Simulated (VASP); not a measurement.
The system is TiB2.

```
Ti B
1.0
     3.02920    0.00000    0.00000
    -1.51460    2.62336    0.00000
     0.00000    0.00000    3.22840
Ti B
1 2
Direct
  0.00000 0.00000 0.00000
  0.66667 0.33333 0.50000
  0.33333 0.66667 0.50000
```

* Program: VASP 6.6.1
* Task: relaxation of cell and atoms
* Functional: PBE
* Dispersion: D4
* Potentials or basis: VASP PAW PBE potentials, release 64 (Ti_sv, B)
* Cutoff: 600 eV
* k mesh: 10 × 10 × 8
* Occupations: fermi-dirac, width 0.05 eV
* Spin: no spin polarisation

At the start: pressure -7.1 GPa; volume 8.55 Å³/atom.

Question: Where does the relaxation end?

Answer: Over 4 steps the energy falls by 6.1 meV/atom and the volume is 8.30 Å³/atom (-2.9 %); space group P6/mmm (No. 191, to 0.1 Å) before and after.

The path:
```
step  energy change (eV)  largest force (eV/Å)  pressure (GPa)  volume (Å³)
   1              0.0000                0.0000           -7.08        25.66
   2             -0.0035                0.0000            7.37        24.28
   3             -0.0173                0.0000            0.21        24.91
   4             -0.0183                0.0000            0.00        24.91
```

Final structure:
```
Ti B
1.0
     3.00968    0.00000    0.00000
    -1.50484    2.60646    0.00000
     0.00000    0.00000    3.17552
Ti B
1 2
Direct
  0.00000 0.00000 0.00000
  0.66667 0.33333 0.50000
  0.33333 0.66667 0.50000
```
